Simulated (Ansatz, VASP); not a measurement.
**One calculation of MnSb, two programs**

```
Mn Sb
1.0
     4.21804    0.00000    0.00000
    -2.10902    3.65293    0.00000
     0.00000    0.00000    5.87477
Mn Sb
2 2
Direct
  0.00000 0.00000 0.00000
  0.00000 0.00000 0.50000
  0.33333 0.66667 0.25000
  0.66667 0.33333 0.75000
```

Change from the starting cell: volume scaled by 1.05, no spin polarisation, PAW files.

Alike in both runs: task single point; functional PBEsol; k mesh 9 × 9 × 6; occupations fermi-dirac, width 0.1 eV; no spin polarisation.

|  | VASP | Ansatz |
| --- | --- | --- |
| version | VASP 6.6.1 | Ansatz 0.2.0 |
| potentials or method | VASP PAW PBE potentials, release 64 (Mn_pv, Sb) | PAW with Ansatz's default frozen-core files, scalar-relativistic |
| plane-wave cutoff (eV) | 520 | 420 |
| valence electrons in the cell | 36 | 60 |

```tsv
	VASP	Ansatz	Ansatz less VASP
pressure (GPa)	-21.0	-21.1	-0.08
traceless stress, the component that is largest in VASP (GPa)	-3.75	-3.85	-0.096
```

VASP's potentials were made for PBE, not for PBEsol. VASP's potentials hold 36 valence electrons a cell and Ansatz's 60, so a difference there can come from the potentials and not from the codes.

Spin-orbit coupling is off throughout.
